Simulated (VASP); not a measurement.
# MgI2 (P-3m1) in VASP: notebook

Runs on MgI2. Level: PBEsol. Tasks: single point.

Program: VASP 6.6.1. These are calculated values, not measurements. Logs are shortened: lines on timing, memory, paths and dates and some standing lists are left out, and cuts for length are marked.

## (1) The cell of the first run

Symmetry: P-3m1, No. 164, trigonal system. Conventional cell: a = 4.146 Å, b = 4.146 Å, c = 6.708 Å, α = 90.00°, β = 90.00°, γ = 120.00°. Within 3.8 Å of Mg (site symmetry -3m) lie 6 I at 2.91 Å. I (site symmetry 3m) has 3 Mg at 2.91 Å within 3.8 Å.

## (2) Single point, PBEsol

File INCAR:

```
SYSTEM = MgI2
PREC     = Accurate       ! precision mode
ENCUT    = 520            ! plane-wave cutoff, eV
EDIFF    = 1E-7           ! SCF threshold, eV
ISMEAR   = 0              ! smearing method
SIGMA    = 0.02           ! smearing width, eV
LREAL    = .FALSE.        ! projectors in reciprocal space
LASPH    = .TRUE.         ! aspherical terms in the spheres
NELM     = 60             ! most SCF steps
ALGO     = Normal         ! electronic algorithm
ISIF     = 2              ! what is computed and relaxed
LWAVE    = .FALSE.        ! write WAVECAR
LCHARG   = .TRUE.         ! write CHGCAR
GGA      = PS             ! functional
LELF     = .TRUE.         ! ELF
LVHAR    = .TRUE.       
NBANDS   = 15             ! bands
```

File KPOINTS:

```
Automatic mesh
0
G
  6 6 4
  0 0 0
```

File POSCAR:

```
MgI2
1.0
    4.1459337473      0.0000000000      0.0000000000
   -2.0729668736      3.5904839475      0.0000000000
    0.0000000000      0.0000000000      6.7082401670
Mg I
1 2
Direct
    0.0000000000      0.0000000000      0.0000000000
    0.3333333363      0.6666666637      0.7536809545
    0.6666666637      0.3333333363      0.2463190455
```

Potentials or basis: VASP PAW PBE potentials, release 64 (Mg, I).

Run with:

```console
$ cat potpaw_PBE.64/Mg/POTCAR potpaw_PBE.64/I/POTCAR > POTCAR
$ mpirun -np 1 vasp_std > vasp.out
```

OUTCAR:

```text
SYSTEM = MgI2
   PREC = Accurate
   ENCUT = 520
   EDIFF = 1E-7
   ISMEAR = 0
   LREAL = .FALSE.
   LASPH = .TRUE.
   NELM = 60
   ISIF = 2
   GGA = PS

 ion  position               nearest neighbor table
   1  0.000  0.000  0.000-   2 2.91   3 2.91   3 2.91   2 2.91   2 2.91   3 2.91
   2  0.333  0.667  0.754-   1 2.91   1 2.91   1 2.91
   3  0.667  0.333  0.246-   1 2.91   1 2.91   1 2.91

  LATTYP: Found a hexagonal cell.
 ALAT       =     4.1459337473
 C/A-ratio  =     1.6180287906

  Lattice vectors:

 A1 = (   4.1459337473,   0.0000000000,   0.0000000000)
 A2 = (  -2.0729668736,   3.5904839475,   0.0000000000)
 A3 = (   0.0000000000,   0.0000000000,   6.7082401670)

Analysis of symmetry for initial positions (statically):
=====================================================================
 Subroutine PRICEL returns:
 Original cell was already a primitive cell.

 Routine SETGRP: Setting up the symmetry group for a
 hexagonal supercell.

 Subroutine GETGRP returns: Found 12 space group operations
 (whereof 12 operations were pure point group operations)
 out of a pool of 24 trial point group operations.

The static configuration has the point symmetry D_3d.

Analysis of symmetry for dynamics (positions and initial velocities):
=====================================================================
 Subroutine PRICEL returns:
 Original cell was already a primitive cell.

 Routine SETGRP: Setting up the symmetry group for a
 hexagonal supercell.

 Subroutine GETGRP returns: Found 12 space group operations
 (whereof 12 operations were pure point group operations)
 out of a pool of 24 trial point group operations.

The dynamic configuration has the point symmetry D_3d.

 Subroutine INISYM returns: Found 12 space group operations
 (whereof 12 operations are pure point group operations),
 and found     1 'primitive' translations

----------------------------------------------------------------------------------------

                                     Primitive cell

  volume of cell :      99.8582

  direct lattice vectors                    reciprocal lattice vectors
     4.145933747  0.000000000  0.000000000     0.241200188  0.139256994  0.000000000
    -2.072966874  3.590483948  0.000000000     0.000000000  0.278513987  0.000000000
     0.000000000  0.000000000  6.708240167     0.000000000  0.000000000  0.149070393

  length of vectors
     4.145933747  4.145933747  6.708240167     0.278513987  0.278513987  0.149070393

  position of ions in fractional coordinates (direct lattice)
     0.000000000  0.000000000  0.000000000
     0.333333336  0.666666664  0.753680954
     0.666666664  0.333333336  0.246319046

  ion indices of the primitive-cell ions
   primitive index   ion index
                 1           1
                 2           2
                 3           3

----------------------------------------------------------------------------------------

 KPOINTS: Automatic mesh

Automatic generation of k-mesh.
 Grid dimensions read from file:
 generate k-points for:    6    6    4

 Generating k-lattice:

  Cartesian coordinates                     Fractional coordinates (reciprocal lattice)
     0.040200031  0.023209499  0.000000000     0.166666667  0.000000000  0.000000000
     0.000000000  0.046418998  0.000000000     0.000000000  0.166666667  0.000000000
     0.000000000  0.000000000  0.037267598     0.000000000  0.000000000  0.250000000

  Length of vectors
     0.046418998  0.046418998  0.037267598

  Shift w.r.t. Gamma in fractional coordinates (k-lattice)
     0.000000000  0.000000000  0.000000000

 Subroutine IBZKPT returns following result:
 ===========================================

 Found     24 irreducible k-points:

 Following reciprocal coordinates:
            Coordinates               Weight
  0.000000  0.000000  0.000000      1.000000
  0.166667  0.000000  0.000000      6.000000
  0.333333  0.000000  0.000000      6.000000
  0.500000 -0.000000  0.000000      3.000000
  0.166667  0.166667  0.000000      6.000000
  0.333333  0.166667  0.000000     12.000000
[... 16 lines left out ...]
  0.333333  0.166667  0.500000     12.000000
  0.333333  0.333333  0.500000      2.000000
   k-points           NKPTS =     24   k-points in BZ     NKDIM =     24   number of bands    NBANDS=     15
   number of dos      NEDOS =    301   number of ions     NIONS =      3
   total plane-waves  NPLWV =  51200
   dimension x,y,z NGX =    32 NGY =   32 NGZ =   50
   dimension x,y,z NGXF=    64 NGYF=   64 NGZF=  100
   ions per type =               1   2
   NGX,Y,Z   is equivalent  to a cutoff of  12.83, 12.83, 12.39 a.u.
   NGXF,Y,Z  is equivalent  to a cutoff of  25.66, 25.66, 24.78 a.u.
 SYSTEM =  MgI2
   PREC   = accura    normal or accurate (medium, high low for compatibility)
   ISTART =      0    job   : 0-new  1-cont  2-samecut
   ICHARG =      2    charge: 1-file 2-atom 10-const
   ISPIN  =      1    spin polarized calculation?
   LNONCOLLINEAR =      F non collinear calculations
   LSORBIT =      F    spin-orbit coupling
   LASPH  =      T    aspherical Exc in radial PAW
   ENCUT  =  520.0 eV  38.22 Ry    6.18 a.u.   7.71  7.71 12.47*2*pi/ulx,y,z
   NELM   =     60;   NELMIN=  2; NELMDL= -5     # of ELM steps
   EDIFF  = 0.1E-06   stopping-criterion for ELM
   LREAL  =      F    real-space projection
   EDIFFG = 0.1E-05   stopping-criterion for IOM
   NSW    =      0    number of steps for IOM
   IBRION =     -1    ionic relax: 0-MD 1-quasi-New 2-CG
   NFREE  =      0    steps in history (QN), initial steepest desc. (CG)
   ISIF   =      2    stress and relaxation
   ISYM   =      2    0-nonsym 1-usesym 2-fastsym
   POTIM  = 0.5000    time-step for ionic-motion
   TEBEG  =    0.0;   TEEND  =   0.0 temperature during run
   PSTRESS=    0.0 pullay stress
   NELECT =      16.0000    total number of electrons
   NUPDOWN=      -1.0000    fix difference up-down
   EMIN   =  10.00;   EMAX   =-10.00  energy-range for DOS
   EFERMI =   0.00;   METHOD = LEGACY
   ISMEAR =     0;   SIGMA  =   0.02  broadening in eV -4-tet -1-fermi 0-gaus
   EFERMI_NEDOS =   21; number of points for ismear=-14 and -15
   IALGO  =     38    algorithm
   IMIX   =      4    mixing-type and parameters
     AMIX     =   0.40;   BMIX     =  1.00
     AMIX_MAG =   1.60;   BMIX_MAG =  1.00
  volume/ion in A,a.u.               =      33.29       224.63
  Fermi-wavevector in a.u.,A,eV,Ry     =   0.889174  1.680296 10.757184  0.790631
  Thomas-Fermi vector in A             =   2.010700
   LORBIT       =      0    0 simple, 1 ext, 2 COOP (PROOUT), +10 PAW based schemes
   GGA     = PS    functional components
   LHFCALC =     F    Hartree Fock is set to
   AEXX    =    0.0000 exact exchange contribution
   IVDW    =     0    specifies the selected vdW correction
   LEPSILON=     F    determine dielectric tensor
   LRPA    =     F    only Hartree local field effects (RPA)
 non-spin polarized calculation
 Gauss-broadening in eV      SIGMA  =   0.02
  energy-cutoff  :      520.00
  volume of cell :       99.86
 maximum number of plane-waves:      2719
 NGX is ok and might be reduce to    32
   NGX = 15   NGY = 15   NGZ = 25

 number of electron      16.0000000 magnetization

 Free energy of the ion-electron system (eV)
  ---------------------------------------------------
  ext. energy  EPLUGINS =         0.00000000
  ---------------------------------------------------
  free energy    TOTEN  =        -8.41395896 eV

  energy without entropy =       -8.41395896  energy(sigma->0) =       -8.41395896

 E-fermi :   2.7142     XC(G=0):  -8.5034

 val. band max:        2.5834391994   @ k =   0.0000   0.0000   0.0000
 cond. band min:       5.9282901460   @ k =   0.5000  -0.0000   0.2500
 fundamental gap:      3.3448509466
 Fermi energy:         2.7141895987

 k-point     1 :       0.0000    0.0000    0.0000
  band No.  band energies     occupation
      1      -9.7284      2.00000
      2      -8.9402      2.00000
      3      -1.2171      2.00000
      4       1.9512      2.00000
      5       1.9512      2.00000
      6       2.3786      2.00000
      7       2.3786      2.00000
      8       2.5834      2.00000
      9       6.0818      0.00000
     10       7.0642      0.00000
     11       9.0961      0.00000
     12       9.0961      0.00000
     13       9.9744      0.00000
     14      10.5477      0.00000
     15      10.5477      0.00000

 k-point     2 :       0.1667    0.0000    0.0000
  band No.  band energies     occupation
      1      -9.5823      2.00000
      2      -8.8706      2.00000
      3      -1.0106      2.00000
      4       0.9367      2.00000
      5       1.4918      2.00000
      6       1.6286      2.00000
      7       2.3310      2.00000
      8       2.4520      2.00000
      9       7.0114      0.00000
     10       7.7369      0.00000
     11       8.5748      0.00000
     12       9.4622      0.00000
     13       9.5931      0.00000
     14      10.3318      0.00000
     15      10.9027      0.00000

 k-point     3 :       0.3333    0.0000    0.0000
  band No.  band energies     occupation
      1      -9.2312      2.00000
      2      -8.7531      2.00000
      3      -0.7908      2.00000
      4      -0.2330      2.00000
      5       0.4074      2.00000
      6       1.1744      2.00000
      7       1.9914      2.00000
      8       2.1235      2.00000
      9       6.4601      0.00000
     10       7.8422      0.00000
     11       8.2695      0.00000
     12       9.4596      0.00000
     13      10.1203      0.00000
     14      11.1260      0.00000
     15      11.5734      0.00000
[... 343 lines left out ...]
 k-point    23 :       0.3333    0.1667    0.5000
  band No.  band energies     occupation
      1      -8.9168      2.00000
      2      -8.8127      2.00000
      3      -1.0769      2.00000
      4      -0.6385      2.00000
      5       0.4404      2.00000
      6       0.8375      2.00000
      7       1.7925      2.00000
      8       1.8978      2.00000
      9       6.7546      0.00000
     10       7.9583      0.00000
     11       8.6464      0.00000
     12       9.2650      0.00000
     13       9.5514      0.00000
     14      10.6373      0.00000
     15      11.5994      0.00000

 k-point    24 :       0.3333    0.3333    0.5000
  band No.  band energies     occupation
      1      -8.7943      2.00000
      2      -8.7943      2.00000
      3      -0.7737      2.00000
      4      -0.4495      2.00000
      5      -0.4495      2.00000
      6       0.1426      2.00000
      7       1.9664      2.00000
      8       1.9664      2.00000
      9       7.3650      0.00000
     10       8.1427      0.00000
     11       8.1427      0.00000
     12       9.7140      0.00000
     13      10.6723      0.00000
     14      10.9908      0.00000
     15      11.1805      0.00000

------------------------ aborting loop because EDIFF is reached ----------------------------------------

  FORCE on cell =-STRESS in cart. coord.  units (eV):
  Direction    XX          YY          ZZ          XY          YZ          ZX
  --------------------------------------------------------------------------------------
  -------------------------------------------------------------------------------------
  Total       -0.0183024     -0.0183024      0.3870649     -0.0000000      0.0000000      0.0000000
  in kB       -0.2936527     -0.2936527      6.2102699     -0.0000000      0.0000000      0.0000000
  external PRESSURE =       1.8743215 kB  Pullay stress =       0.0000000 kB

 VOLUME and BASIS-vectors are now :
 -----------------------------------------------------------------------------
  energy-cutoff  :      520.00
  volume of cell :       99.86
      direct lattice vectors                 reciprocal lattice vectors
     4.145933747  0.000000000  0.000000000     0.241200188  0.139256994  0.000000000
    -2.072966874  3.590483948  0.000000000     0.000000000  0.278513987  0.000000000
     0.000000000  0.000000000  6.708240167     0.000000000  0.000000000  0.149070393

 POSITION                                       TOTAL-FORCE (eV/Angst)
 -----------------------------------------------------------------------------------
      0.00000      0.00000      0.00000         0.000000      0.000000      0.000000
      0.00000      2.39366      5.05587        -0.000000      0.000000      0.003763
      2.07297      1.19683      1.65237         0.000000      0.000000     -0.003763
 -----------------------------------------------------------------------------------
    total drift:                               -0.000000      0.000000     -0.000000

  FREE ENERGIE OF THE ION-ELECTRON SYSTEM (eV)
  ---------------------------------------------------
  free  energy   TOTEN  =        -8.4139589560 eV

  energy  without entropy=       -8.4139589560  energy(sigma->0) =       -8.41395896
```

Wall time 15 s (1 thread of Intel Xeon 6975P-C (Granite Rapids), shared host); peak memory 0.22 GiB.

Results:

```
Free energy            : -8.4140 eV
Pressure               : 0.2 GPa
Largest force          : 0.004 eV/Å
Band gap on the k mesh : 3.34 eV, indirect (least direct gap 3.50 eV)
```

Forces on the atoms (eV/Å):
```
Mg   0.000  0.000  0.000
I    0.000  0.000  0.004
I    0.000  0.000 -0.004
```

Stress tensor (GPa, compression positive):
```
-0.03  0.00  0.00
 0.00 -0.03  0.00
 0.00  0.00  0.62
```

Caveat: the PAW data sets were made with another functional, which shifts forces and pressure a little; spin-orbit coupling is left out, which moves the levels of the heavy elements; this functional lacks dispersion, which binds the layers, so the pressure and a relaxed spacing across them are unreliable. A k mesh can miss the band edges.

## (3) Single point, PBEsol (uniaxial strain along c: -1.5 %, then relaxed in part)

File INCAR:

```
PREC = Accurate ; ENCUT = 520
EDIFF = 1E-6 ; ISMEAR = 0
SIGMA = 0.02 ; LREAL = False
LASPH = True ; NELM = 100
ALGO = Normal ; ISIF = 2
LWAVE = False ; LCHARG = False
GGA = PS ; NBANDS = 15
```

File KPOINTS:

```
Automatic mesh
0
Gamma
  6 6 4
```

File POSCAR:

```
MgI2
1.0
    4.1346740742      0.0000000000      0.0000000000
   -2.0673370371      3.5807327846      0.0000000000
    0.0000000000      0.0000000000      6.9189702246
Mg I
1 2
Direct
    0.0000000000      0.0000000000      0.0000000000
    0.3333334066      0.6666665934      0.7594202088
    0.6666665934      0.3333334066      0.2405797912
```

Potentials or basis: VASP PAW PBE potentials, release 64 (Mg, I).

Run with:

```console
$ cat potpaw_PBE.64/Mg/POTCAR potpaw_PBE.64/I/POTCAR > POTCAR
$ mpirun -np 1 vasp_std > vasp.out
```

Wall time 15 s (1 thread of Intel Xeon 6975P-C (Granite Rapids), shared host); peak memory 0.23 GiB.

It converged, with:

```yaml
Free_energy: -8.4215 eV
Pressure: 0.0 GPa
Largest_force: 0.004 eV/Å
Band_gap_on_the_k_mesh: 3.52 eV, indirect (least direct gap 3.67 eV)
```

Forces in eV/Å, atoms in the order of the input:
```
Mg   0.000  0.000  0.000
I    0.000  0.000  0.004
I    0.000  0.000 -0.004
```

Stress tensor (GPa, compression positive):
```
-0.03  0.00  0.00
 0.00 -0.03  0.00
 0.00  0.00  0.13
```

Levels at points of the mesh, in eV from the valence-band top:
```tsv
k point	band 4	band 5	band 6	band 7	band 8	band 9	band 10	band 11	band 12	band 13
(0.00, 0.00, 0.00)	-0.40	-0.40	-0.02	-0.02	0.00	3.67	4.71	6.71	6.71	7.36
(0.50, 0.00, 0.00)	-2.87	-1.85	-1.35	-0.89	-0.43	3.62	5.26	5.44	6.98	7.93
(0.00, 0.00, 0.50)	-1.43	-0.31	-0.31	-0.11	-0.11	4.65	4.79	6.54	6.54	7.81
(0.50, 0.00, 0.50)	-3.23	-1.20	-1.14	-0.79	-0.65	3.53	5.13	5.57	6.02	7.73
```

Caveat: the cell differs from its parent crystal (uniaxial strain along c: -1.5 %, then relaxed in part); the PAW data sets were made with another functional, which shifts forces and pressure a little; spin-orbit coupling is left out, which moves the levels of the heavy elements; this functional lacks dispersion, which binds the layers, so the pressure and a relaxed spacing across them are unreliable.

## (4) Single point, PBEsol (uniaxial strain along c: -3.0 %, then relaxed in part)

File INCAR:

```
PREC     = Accurate       # precision mode
ENCUT    = 520            # plane-wave cutoff, eV
EDIFF    = 1E-6           # SCF threshold, eV
ISMEAR   = 0              # smearing method
SIGMA    = 0.02           # smearing width, eV
LREAL    = F              # projectors in reciprocal space
LASPH    = T              # aspherical terms in the spheres
NELM     = 100            # most SCF steps
ALGO     = Normal         # electronic algorithm
ISIF     = 2              # what is computed and relaxed
LWAVE    = F              # write WAVECAR
LCHARG   = F              # write CHGCAR
GGA      = PS             # functional
NBANDS   = 15             # bands
```

File KPOINTS:

```
regular mesh
0
Gamma
  6 6 4
```

File POSCAR:

```
MgI2
1.0
    4.1400481005      0.0000000000      0.0000000000
   -2.0700240503      3.5853868279      0.0000000000
    0.0000000000      0.0000000000      6.8136051958
Mg I
1 2
Direct
    0.0000000000      0.0000000000      0.0000000000
    0.3333333278      0.6666666722      0.7564948484
    0.6666666722      0.3333333278      0.2435051516
```

Run with:

```console
$ cat potpaw_PBE.64/Mg/POTCAR potpaw_PBE.64/I/POTCAR > POTCAR
$ mpirun -np 1 vasp_std > vasp.out
```

Wall time 16 s (1 thread of Intel Xeon 6975P-C (Granite Rapids), shared host); peak memory 0.23 GiB.

The run converged. Its results:

```
Free energy            : -8.4189 eV
Pressure               : 0.1 GPa
Largest force          : 0.004 eV/Å
Band gap on the k mesh : 3.43 eV, indirect (least direct gap 3.59 eV)
```

Forces on the atoms (eV/Å):
```
Mg   0.000  0.000  0.000
I    0.000  0.000  0.004
I    0.000  0.000 -0.004
```

Stress tensor (GPa, compression positive):
```
-0.04  0.00  0.00
 0.00 -0.04  0.00
 0.00  0.00  0.34
```

Levels at points of the mesh, in eV from the valence-band top:
```
           k point  band 5  band 6  band 7  band 8  band 9  band 10  band 11  band 12
(0.00, 0.00, 0.00)   -0.51   -0.11   -0.11    0.00    3.59     4.60     6.61     6.61
(0.50, 0.00, 0.00)   -1.97   -1.47   -0.99   -0.50    3.54     5.18     5.35     6.85
(0.00, 0.00, 0.50)   -0.40   -0.40   -0.22   -0.22    4.58     4.70     6.42     6.42
(0.50, 0.00, 0.50)   -1.28   -1.18   -0.86   -0.76    3.46     5.04     5.53     5.94
```

Caveat: the cell differs from its parent crystal (uniaxial strain along c: -3.0 %, then relaxed in part); the PAW data sets were made with another functional, which shifts forces and pressure a little; spin-orbit coupling is left out, which moves the levels of the heavy elements; this functional lacks dispersion, which binds the layers, so the pressure and a relaxed spacing across them are unreliable. A k mesh can miss the band edges.

## (5) Overview

| cell | gap on the mesh (eV) | pressure (GPa) |
| --- | --- | --- |
| a = 4.146, b = 4.146, c = 6.708 Å, angles 90.0, 90.0, 120.0°, 3 atoms | 3.34 | 0.2 |
| a = 4.135, b = 4.135, c = 6.919 Å, angles 90.0, 90.0, 120.0°, 3 atoms | 3.52 | 0.0 |
| a = 4.140, b = 4.140, c = 6.814 Å, angles 90.0, 90.0, 120.0°, 3 atoms | 3.43 | 0.1 |

Alike in all rows: task single point; level PBEsol; potentials or basis VASP PAW PBE potentials, release 64 (Mg, I); no spin polarisation; k mesh 6 × 6 × 4; cutoff (eV) 520; smearing gaussian 0.02 eV.

Caveats: the PAW data sets were made with another functional, which shifts forces and pressure a little; spin-orbit coupling is left out, which moves the levels of the heavy elements; this functional lacks dispersion, which binds the layers, so the pressure and a relaxed spacing across them are unreliable.

Total energies depend on the potentials used, so only differences within one code and one set of settings carry meaning.
